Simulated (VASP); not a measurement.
Be: single point with PBE

The system is Be.

```
Be
1.0
     0.00000    1.81396    4.32829
     1.13571    0.00000    4.32829
     1.13571    1.81396    0.00000
Be
2
Direct
  0.85773 0.85773 0.14227
  0.14227 0.14227 0.85773
```

```yaml
Program: VASP 6.6.1
Task: single point
Functional: PBE
Potentials_or_basis: VASP PAW PBE potentials, release 64 (Be)
Cutoff: 520 eV
k_mesh: 22 × 22 × 22
Occupations: gaussian, width 0.1 eV
Spin: no spin polarisation
Dipole_correction: no
Further_INCAR_settings: ALGO = Fast; EDIFF = 1e-06; NBANDS = 9
```

The pressure is 0.2 GPa. The largest force is 0.007 eV/Å and the band gap on the k mesh is zero (bands 2 and 3 overlap by 4.49 eV).

Forces in eV/Å, atoms in the order of the input:
```
Be   0.000  0.000  0.007
Be   0.000  0.000 -0.007
```

Stress tensor (GPa, compression positive):
```
0.21 0.00 0.00
0.00 0.18 0.00
0.00 0.00 0.07
```

Levels at points of the mesh, in eV from the Fermi level:
```
           k point  band 1  band 2  band 3  band 4  band 5  band 6  band 7
(0.00, 0.00, 0.00)  -10.38   -4.96   -2.39   13.97   18.03   19.71   20.00
(0.50, 0.00, 0.00)   -3.62   -2.56    1.86    4.49    7.59   10.21   14.51
(0.50, 0.50, 0.00)   -9.44   -7.97    3.11    6.43   17.45   20.09   21.05
(0.50, 0.00, 0.50)   -3.67    1.52    1.72    4.19    8.83    9.70   10.93
(0.00, 0.50, 0.50)   -2.71   -0.69    1.91    3.19   10.19   12.57   14.58
```

It took 2 min on 1 thread of Intel(R) Xeon(R) Platinum 8488C (Sapphire Rapids) (shared host), peak memory 0.32 GiB.
